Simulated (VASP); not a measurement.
A run of VASP 6.6.1 is set up as follows.

File INCAR:

```
PREC = Accurate
ENCUT = 520
EDIFF = 1E-7
ISMEAR = -1
SIGMA = 0.05
LREAL = False
LASPH = True
NELM = 80
ALGO = Normal
ISIF = 2
LWAVE = False
LCHARG = False
GGA = PE
NBANDS = 29
```

File KPOINTS:

```
Automatic mesh
0
Gamma
  13 13 13
```

The input POSCAR:

```
TiSi2
1.0
    0.0000000000      4.0623445288      4.2039051019
    2.3542460462      0.0000000000      4.2039051019
    2.3542460462      4.0623445288      0.0000000000
Ti Si
2 4
Direct
    0.7500000000      0.7500000000      0.7500000000
    0.5000000000      0.5000000000      0.5000000000
    0.0867010992      0.4132989008      0.0867010992
    0.4132989008      0.0867010992      0.4132989008
    0.1632989008      0.8367010992      0.1632989008
    0.8367010992      0.1632989008      0.8367010992
```

Potentials or basis: VASP PAW PBE potentials, release 64 (Ti_sv, Si).

Run with:

```bash
$ cat potpaw_PBE.64/Ti_sv/POTCAR potpaw_PBE.64/Si/POTCAR > POTCAR
$ mpirun -np 1 vasp_std > vasp.out
```

Task: Estimate the pressure.

Result: 9.1 GPa.

Task: What does it give for the band gap on the k mesh?

Result: Zero (bands 20 and 21 overlap by 1.96 eV).

Stress tensor (GPa, compression positive):
```
 9.40  0.00  0.00
 0.00  7.23  0.00
 0.00  0.00 10.56
```

Caveat: the cell stands under pressure.
